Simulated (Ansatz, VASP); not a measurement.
**One calculation of Y, two programs**

```
Y
1.0
     0.00000    2.38560    2.58440
     2.38560    0.00000    2.58440
     2.38560    2.38560    0.00000
Y
1
Direct
  0.00000 0.00000 0.00000
```

Change from the starting cell: strain -0.040 along x and y, +0.040 along z, atoms carried along.

Alike in both runs: task single point; functional PBEsol; k mesh 16 × 16 × 16; occupations gaussian, width 0.15 eV; no spin polarisation.

|  | VASP | Ansatz |
| --- | --- | --- |
| version | VASP 6.6.1 | Ansatz 0.2.0 |
| potentials or method | VASP PAW PBE potentials, release 64 (Y_sv), cutoff 520 eV | scalar-relativistic, plane waves, PAW |
| valence electrons in the cell | 11 | 11 |

Ansatz gave:

* gap on the k mesh at the Fermi level (eV): none
* pressure (GPa): 2.1
* traceless stress, the component that is largest in VASP (GPa): -1.84

Question: Which values does VASP return?

Answer: gap on the k mesh at the Fermi level (eV): none; pressure (GPa): 1.9; traceless stress, the component that is largest in VASP (GPa): -1.86.

VASP's potentials were made for PBE, not for PBEsol. A gap of «none» marks a metal or a gap that the smearing closes.
